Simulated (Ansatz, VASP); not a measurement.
**Ga2As5: VASP beside Ansatz**

```
CELL_PARAMETERS angstrom
1.92997 1.11427 11.51026
-1.92997 1.11427 11.51026
0.00000 -2.22854 11.51026
ATOMIC_POSITIONS crystal
Ga 0.70753 0.70753 0.70753
Ga 0.29247 0.29247 0.29247
As 0.43195 0.43195 0.43195
As 0.56805 0.56805 0.56805
As 0.00000 0.00000 0.00000
As 0.13603 0.13603 0.13603
As 0.86397 0.86397 0.86397
```

Alike in both runs: functional PBE; k mesh 5 × 5 × 5; occupations gaussian, width 0.2 eV; no spin polarisation.

Ansatz relaxed the structure, and its values are those at the end. VASP's run is a single point on that final structure, the one shown.

|  | VASP | Ansatz |
| --- | --- | --- |
| version | VASP 6.6.1 | Ansatz 0.2.0 |
| potentials or method | VASP PAW PBE potentials, release 64 (Ga_d, As), cutoff 520 eV | scalar-relativistic, plane waves, PAW |
| valence electrons in the cell | 51 | 101 |

VASP gave:

```
gap on the k mesh at the Fermi level (eV) : none
pressure (GPa)                            : 0.2
rms of the force components (eV/Å)        : 0.015
```

**Question.** Estimate Ansatz's values.

**Answer.** gap on the k mesh at the Fermi level (eV): none; pressure (GPa): 0.0; rms of the force components (eV/Å): 0.001.

A gap of «none» marks a metal or a gap that the smearing closes. The functional is the same, so the differences come from potentials, cutoffs and numerics. VASP's potentials hold 51 valence electrons a cell and Ansatz's 101, so a difference there can come from the potentials and not from the codes.

The k mesh is coarse, so the values compare programs but aren't converged.
